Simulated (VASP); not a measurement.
# CoO (I4/mmm) in VASP: further runs

The runs below take CoO through single point, with PBE.

Program: VASP 6.6.1. These are calculated values, not measurements. Logs are shortened: lines on timing, memory, paths and dates and some standing lists are left out, and cuts for length are marked.

## 1. The cell of the first run

The typed cell holds 2 atoms: a = 2.878 Å, b = 2.878 Å, c = 2.878 Å, α = 119.98°, β = 119.98°, γ = 90.03°.

## 2. Single point, PBE, collinear spin, ferromagnetic start (8.43 Å³/atom)

File INCAR:

```
SYSTEM = CoO
  PREC = Accurate
  ENCUT = 520
  EDIFF = 1E-7
  ISMEAR = 0
  SIGMA = 0.1
  LREAL = .False.
  LASPH = .True.
  NELM = 150
  ALGO = Normal
  ISIF = 2
  LWAVE = .False.
  LCHARG = .True.
  ISPIN = 2
  MAGMOM = 2.73 0.35
  LORBIT = 11
  LMAXMIX = 4
  GGA = PE
  LELF = .True.
  LVHAR = .True.
  NBANDS = 18
```

File KPOINTS:

```
Automatic mesh
0
Gamma
  20 20 20
  0 0 0
```

File POSCAR:

```
CoO
1.0
   -1.4395725012      1.4395725012      2.0348566789
    1.4395725012     -1.4395725012      2.0348566789
    1.4395725012      1.4395725012     -2.0348566789
Co O
1 1
Direct
    0.0000000000      0.0000000000      0.0000000000
    0.5000000000      0.5000000000      0.0000000000
```

Potentials or basis: VASP PAW PBE potentials, release 64 (Co, O).

Started as:

```bash
$ cat potpaw_PBE.64/Co/POTCAR potpaw_PBE.64/O/POTCAR > POTCAR
$ mpirun -np 1 vasp_std > vasp.out
```

OUTCAR:

```text
SYSTEM = CoO
   PREC = Accurate
   ENCUT = 520
   EDIFF = 1E-7
   ISMEAR = 0
   LREAL = .False.
   LASPH = .True.
   NELM = 150
   ISIF = 2
   ISPIN = 2
   LORBIT = 11
   GGA = PE

 ion  position               nearest neighbor table
   1  0.000  0.000  0.000-   2 2.03   2 2.03   2 2.04   2 2.04   2 2.04   2 2.04
   2  0.500  0.500  0.000-   1 2.03   1 2.03   1 2.04   1 2.04   1 2.04   1 2.04

  LATTYP: Found a body centered tetragonal cell.
 ALAT       =     2.8791450024
 C/A-ratio  =     1.4135145519

  Lattice vectors:

 A1 = (  -1.4395725012,   1.4395725012,   2.0348566789)
 A2 = (   1.4395725012,  -1.4395725012,   2.0348566789)
 A3 = (   1.4395725012,   1.4395725012,  -2.0348566789)

Analysis of symmetry for initial positions (statically):
=====================================================================
 Subroutine PRICEL returns:
 Original cell was already a primitive cell.

 Routine SETGRP: Setting up the symmetry group for a
 body centered tetragonal supercell.

 Subroutine GETGRP returns: Found 16 space group operations
 (whereof 16 operations were pure point group operations)
 out of a pool of 16 trial point group operations.

The static configuration has the point symmetry D_4h.

Analysis of symmetry for dynamics (positions and initial velocities):
=====================================================================
 Subroutine PRICEL returns:
 Original cell was already a primitive cell.

 Routine SETGRP: Setting up the symmetry group for a
 body centered tetragonal supercell.

 Subroutine GETGRP returns: Found 16 space group operations
 (whereof 16 operations were pure point group operations)
 out of a pool of 16 trial point group operations.

The dynamic configuration has the point symmetry D_4h.

Analysis of structural, dynamic, and magnetic symmetry:
=====================================================================
 Subroutine PRICEL returns:
 Original cell was already a primitive cell.

 Routine SETGRP: Setting up the symmetry group for a
 body centered tetragonal supercell.

 Subroutine GETGRP returns: Found 16 space group operations
 (whereof 16 operations were pure point group operations)
 out of a pool of 16 trial point group operations.

The overall configuration has the point symmetry D_4h.

 Subroutine INISYM returns: Found 16 space group operations
 (whereof 16 operations are pure point group operations),
 and found     1 'primitive' translations

----------------------------------------------------------------------------------------

                                     Primitive cell

  volume of cell :      16.8679

  direct lattice vectors                    reciprocal lattice vectors
    -1.439572501  1.439572501  2.034856679     0.000000000  0.347325334  0.245717551
     1.439572501 -1.439572501  2.034856679     0.347325334  0.000000000  0.245717551
     1.439572501  1.439572501 -2.034856679     0.347325334  0.347325334  0.000000000

  length of vectors
     2.878433546  2.878433546  2.878433546     0.425455054  0.425455054  0.491192198

  position of ions in fractional coordinates (direct lattice)
     0.000000000  0.000000000  0.000000000
     0.500000000  0.500000000  0.000000000

  ion indices of the primitive-cell ions
   primitive index   ion index
                 1           1
                 2           2

----------------------------------------------------------------------------------------

 KPOINTS: Automatic mesh

Automatic generation of k-mesh.
 Grid dimensions read from file:
 generate k-points for:   20   20   20

 Generating k-lattice:

  Cartesian coordinates                     Fractional coordinates (reciprocal lattice)
     0.000000000  0.017366267  0.012285878     0.050000000  0.000000000 -0.000000000
     0.017366267  0.000000000  0.012285878     0.000000000  0.050000000 -0.000000000
     0.017366267  0.017366267  0.000000000     0.000000000  0.000000000  0.050000000

  Length of vectors
     0.021272753  0.021272753  0.024559610

  Shift w.r.t. Gamma in fractional coordinates (k-lattice)
     0.000000000  0.000000000  0.000000000

 Subroutine IBZKPT returns following result:
 ===========================================

 Found    641 irreducible k-points:

 Following reciprocal coordinates:
            Coordinates               Weight
  0.000000  0.000000  0.000000      1.000000
  0.050000  0.000000  0.000000      8.000000
  0.100000  0.000000 -0.000000      8.000000
  0.150000  0.000000  0.000000      8.000000
  0.200000  0.000000 -0.000000      8.000000
  0.250000  0.000000 -0.000000      8.000000
[... 16 lines left out ...]
 -0.400000  0.050000  0.000000     16.000000
 -0.350000  0.050000 -0.000000     16.000000
 [... further k-points ...]
   k-points           NKPTS =    641   k-points in BZ     NKDIM =    641   number of bands    NBANDS=     18
   number of dos      NEDOS =    301   number of ions     NIONS =      2
   total plane-waves  NPLWV =  13824
   dimension x,y,z NGX =    24 NGY =   24 NGZ =   24
   dimension x,y,z NGXF=    48 NGYF=   48 NGZF=   48
   ions per type =               1   1
   NGX,Y,Z   is equivalent  to a cutoff of  13.86, 13.86, 13.86 a.u.
   NGXF,Y,Z  is equivalent  to a cutoff of  27.72, 27.72, 27.72 a.u.
 SYSTEM =  CoO
   PREC   = accura    normal or accurate (medium, high low for compatibility)
   ISTART =      0    job   : 0-new  1-cont  2-samecut
   ICHARG =      2    charge: 1-file 2-atom 10-const
   ISPIN  =      2    spin polarized calculation?
   LNONCOLLINEAR =      F non collinear calculations
   LSORBIT =      F    spin-orbit coupling
   LASPH  =      T    aspherical Exc in radial PAW
   ENCUT  =  520.0 eV  38.22 Ry    6.18 a.u.   5.35  5.35  5.35*2*pi/ulx,y,z
   NELM   =    150;   NELMIN=  2; NELMDL= -5     # of ELM steps
   EDIFF  = 0.1E-06   stopping-criterion for ELM
   LREAL  =      F    real-space projection
   EDIFFG = 0.1E-05   stopping-criterion for IOM
   NSW    =      0    number of steps for IOM
   IBRION =     -1    ionic relax: 0-MD 1-quasi-New 2-CG
   NFREE  =      0    steps in history (QN), initial steepest desc. (CG)
   ISIF   =      2    stress and relaxation
   ISYM   =      2    0-nonsym 1-usesym 2-fastsym
   POTIM  = 0.5000    time-step for ionic-motion
   TEBEG  =    0.0;   TEEND  =   0.0 temperature during run
   PSTRESS=    0.0 pullay stress
   NELECT =      15.0000    total number of electrons
   NUPDOWN=      -1.0000    fix difference up-down
   EMIN   =  10.00;   EMAX   =-10.00  energy-range for DOS
   EFERMI =   0.00;   METHOD = LEGACY
   ISMEAR =     0;   SIGMA  =   0.10  broadening in eV -4-tet -1-fermi 0-gaus
   EFERMI_NEDOS =   21; number of points for ismear=-14 and -15
   IALGO  =     38    algorithm
   IMIX   =      4    mixing-type and parameters
     AMIX     =   0.40;   BMIX     =  1.00
     AMIX_MAG =   1.60;   BMIX_MAG =  1.00
  volume/ion in A,a.u.               =       8.43        56.92
  Fermi-wavevector in a.u.,A,eV,Ry     =   1.574291  2.974978 33.720563  2.478391
  Thomas-Fermi vector in A             =   2.675447
   LORBIT       =     11    0 simple, 1 ext, 2 COOP (PROOUT), +10 PAW based schemes
   GGA     = PE    functional components
   LHFCALC =     F    Hartree Fock is set to
   AEXX    =    0.0000 exact exchange contribution
   IVDW    =     0    specifies the selected vdW correction
   LEPSILON=     F    determine dielectric tensor
   LRPA    =     F    only Hartree local field effects (RPA)
 spin polarized calculation
 Gauss-broadening in eV      SIGMA  =   0.10
  energy-cutoff  :      520.00
  volume of cell :       16.87
 maximum number of plane-waves:       471
 NGX is ok and might be reduce to    24
   NGX = 11   NGY = 11   NGZ = 11

 number of electron      15.0000000 magnetization       2.2746643

 Free energy of the ion-electron system (eV)
  ---------------------------------------------------
  ext. energy  EPLUGINS =         0.00000000
  ---------------------------------------------------
  free energy    TOTEN  =       -12.90366944 eV

  energy without entropy =      -12.88056053  energy(sigma->0) =      -12.89211499

 E-fermi :   9.9348     XC(G=0): -13.2109

 val. band max:        9.9324299224   @ k =   0.3000   0.3000   0.0000
 cond. band min:       9.9358446118   @ k =  -0.2500   0.4000   0.2000
 fundamental gap:      0.0034146894
 Fermi energy:         9.9347637278

 spin component 1

 k-point     1 :       0.0000    0.0000    0.0000
  band No.  band energies     occupation
      1     -11.6342      1.00000
      2       6.1413      1.00000
      3       6.1426      1.00000
      4       6.1426      1.00000
      5       6.8844      1.00000
      6       6.8849      1.00000
[... 10 lines left out ...]
     17      34.0616      0.00000
     18      36.7286      0.00000
[... 463 lines left out ...]
 k-point    24 :      -0.3500    0.0500   -0.0000
  band No.  band energies     occupation
      1     -10.4806      1.00000
      2       1.6426      1.00000
      3       3.4654      1.00000
      4       3.6268      1.00000
      5       7.5914      1.00000
      6       7.7526      1.00000
[... 10 lines left out ...]
     17      39.1767      0.00000
     18      41.5065      0.00000

 [... further k-points ...]

 spin component 2

 k-point     1 :       0.0000    0.0000    0.0000
  band No.  band energies     occupation
      1     -11.3283      1.00000
      2       6.4802      1.00000
      3       6.4823      1.00000
      4       6.4824      1.00000
      5       8.4699      1.00000
      6       8.4700      1.00000
[... 10 lines left out ...]
     17      34.8737      0.00000
     18      37.4899      0.00000
[... 463 lines left out ...]
 k-point    24 :      -0.3500    0.0500   -0.0000
  band No.  band energies     occupation
      1     -10.1632      1.00000
      2       2.0562      1.00000
      3       4.4512      1.00000
      4       4.5795      1.00000
      5       9.2181      1.00000
      6       9.4987      1.00000
[... 10 lines left out ...]
     17      39.5298      0.00000
     18      41.9995      0.00000

 [... further k-points ...]

------------------------ aborting loop because EDIFF is reached ----------------------------------------

  FORCE on cell =-STRESS in cart. coord.  units (eV):
  Direction    XX          YY          ZZ          XY          YZ          ZX
  --------------------------------------------------------------------------------------
  -------------------------------------------------------------------------------------
  Total        2.5064194      2.5064194      2.5159914      0.0000000     -0.0000000      0.0000000
  in kB      238.0693146    238.0693146    238.9785028      0.0000000     -0.0000000      0.0000000
  external PRESSURE =     238.3723774 kB  Pullay stress =       0.0000000 kB

 VOLUME and BASIS-vectors are now :
 -----------------------------------------------------------------------------
  energy-cutoff  :      520.00
  volume of cell :       16.87
      direct lattice vectors                 reciprocal lattice vectors
    -1.439572501  1.439572501  2.034856679     0.000000000  0.347325334  0.245717551
     1.439572501 -1.439572501  2.034856679     0.347325334  0.000000000  0.245717551
     1.439572501  1.439572501 -2.034856679     0.347325334  0.347325334  0.000000000

 POSITION                                       TOTAL-FORCE (eV/Angst)
 -----------------------------------------------------------------------------------
      0.00000      0.00000      0.00000        -0.000000      0.000000     -0.000000
      0.00000      0.00000      2.03486         0.000000     -0.000000      0.000000
 -----------------------------------------------------------------------------------
    total drift:                               -0.000000      0.000000     -0.000000

  FREE ENERGIE OF THE ION-ELECTRON SYSTEM (eV)
  ---------------------------------------------------
  free  energy   TOTEN  =       -12.9036694444 eV

  energy  without entropy=      -12.8805605297  energy(sigma->0) =      -12.89211499

 total charge

# of ion       s       p       d       tot
------------------------------------------
    1        0.333   0.451   7.303   8.086
    2        1.561   3.473   0.000   5.034
--------------------------------------------------
tot          1.894   3.924   7.303  13.120

 magnetization (x)

# of ion       s       p       d       tot
------------------------------------------
    1        0.022   0.019   2.033   2.074
    2        0.030   0.137   0.000   0.168
--------------------------------------------------
tot          0.052   0.156   2.033   2.242
```

Wall time 3.4 min (1 thread of Intel Xeon 6975P-C (Granite Rapids), shared host); peak memory 0.39 GiB.

Results:

```
Free energy                                           : -12.9037 eV
Pressure                                              : 23.8 GPa
Net moment                                            : 2.27 μB per cell
Site moments                                          : Co +2.07; O +0.17 μB
Valence electrons inside the program's atomic spheres : Co 8.09; O 5.03
```

Stress tensor (GPa, compression positive):
```
23.81  0.00  0.00
 0.00 23.81  0.00
 0.00  0.00 23.90
```

Levels at points of the mesh, in eV from the Fermi level:
Spin up:
| k point | band 7 | band 8 | band 9 | band 10 | band 11 | band 12 |
| --- | --- | --- | --- | --- | --- | --- |
| (0.00, 0.00, 0.00) | -2.97 | -2.97 | -2.96 | 1.83 | 17.28 | 19.33 |
| (0.50, 0.00, 0.00) | -1.40 | 0.66 | 0.67 | 5.40 | 10.71 | 14.43 |
| (0.50, 0.50, 0.00) | -1.80 | -1.61 | -1.61 | 6.94 | 10.70 | 12.48 |
| (0.50, 0.50, 0.50) | -1.80 | -1.61 | -1.61 | 6.94 | 10.71 | 12.47 |
Spin down:
```tsv
k point	band 3	band 4	band 5	band 6	band 7	band 8	band 9	band 10
(0.00, 0.00, 0.00)	-3.45	-3.45	-1.46	-1.46	-1.46	-0.23	-0.23	2.23
(0.50, 0.00, 0.00)	-5.82	-5.82	-0.24	-0.24	0.11	2.91	2.91	5.62
(0.50, 0.50, 0.00)	-4.84	-4.84	-2.90	0.10	0.10	0.37	1.10	7.66
(0.50, 0.50, 0.50)	-4.84	-4.84	-2.90	0.10	0.10	0.37	1.10	7.66
```

Caveat: the cell stands under pressure; a cell with one magnetic atom can't hold antiferromagnetic order, which such compounds often take; semilocal functionals often make such compounds metallic where correlation or magnetic order opens a gap, which also shifts bond lengths. With open d or f shells a metallic result of PBE can be an artefact of self-interaction; +U or a hybrid may open a gap.

## 3. Single point, PBE, collinear spin, ferromagnetic start (8.72 Å³/atom)

This run uses another cell than the first one, of 8.72 Å³/atom.

File INCAR:

```
SYSTEM = CoO
  ALGO = Normal
  EDIFF = 1E-6
  ENCUT = 520
  GGA = PE
  ISIF = 2
  ISMEAR = 0
  ISPIN = 2
  LASPH = .TRUE.
  LCHARG = .TRUE.
  LELF = .TRUE.
  LMAXMIX = 4
  LORBIT = 11
  LREAL = .FALSE.
  LVHAR = .TRUE.
  LWAVE = .FALSE.
  MAGMOM = 2.73 0.35
  NBANDS = 18
  NELM = 150
  PREC = Accurate
  SIGMA = 0.1
```

File KPOINTS:

```
k-points
0
G
  20 20 20
  0 0 0
```

File POSCAR:

```
CoO
1.0
   -1.4557488271      1.4557488271      2.0577221509
    1.4557488271     -1.4557488271      2.0577221509
    1.4557488271      1.4557488271     -2.0577221509
Co O
1 1
Direct
    0.0000000000      0.0000000000      0.0000000000
    0.5000000000      0.5000000000      0.0000000000
```

Potentials or basis: VASP PAW PBE potentials, release 64 (Co, O).

Started as:

```bash
$ cat potpaw_PBE.64/Co/POTCAR potpaw_PBE.64/O/POTCAR > POTCAR
$ mpirun -np 1 vasp_std > vasp.out
```

Wall time 2.6 min (1 thread of Intel Xeon 6975P-C (Granite Rapids), shared host); peak memory 0.41 GiB.

The run converged. Its results:

- Free energy: -12.9760 eV
- Pressure: 16.1 GPa
- Net moment: 2.44 μB per cell
- Site moments: Co +2.21; O +0.20 μB
- Valence electrons inside the program's atomic spheres: Co 8.01; O 5.02

Stress tensor (GPa, compression positive):
```
16.06  0.00  0.00
 0.00 16.06  0.00
 0.00  0.00 16.21
```

Levels at points of the mesh, in eV from the Fermi level:
Spin up:
| k point | band 7 | band 8 | band 9 | band 10 | band 11 | band 12 |
| --- | --- | --- | --- | --- | --- | --- |
| (0.00, 0.00, 0.00) | -2.99 | -2.99 | -2.99 | 1.60 | 17.17 | 19.02 |
| (0.50, 0.00, 0.00) | -1.51 | 0.50 | 0.51 | 5.31 | 10.35 | 14.17 |
| (0.50, 0.50, 0.00) | -1.98 | -1.73 | -1.73 | 6.66 | 10.47 | 12.26 |
| (0.50, 0.50, 0.50) | -1.97 | -1.73 | -1.73 | 6.65 | 10.47 | 12.25 |
Spin down:
```csv
k point,band 2,band 3,band 4,band 5,band 6,band 7,band 8,band 9,band 10,band 11
"(0.00, 0.00, 0.00)",-3.24,-3.24,-3.24,-1.37,-1.37,-1.36,-0.14,-0.14,2.04,17.10
"(0.50, 0.00, 0.00)",-8.64,-5.51,-5.51,-0.21,-0.21,0.13,2.86,2.86,5.55,10.96
"(0.50, 0.50, 0.00)",-7.36,-4.59,-4.59,-2.71,0.11,0.11,0.42,1.08,7.41,10.81
"(0.50, 0.50, 0.50)",-7.36,-4.59,-4.59,-2.71,0.11,0.11,0.42,1.08,7.41,10.81
```

Caveat: the cell stands under pressure; a cell with one magnetic atom can't hold antiferromagnetic order, which such compounds often take; semilocal functionals often make such compounds metallic where correlation or magnetic order opens a gap, which also shifts bond lengths.

[end of part 1 of 2]
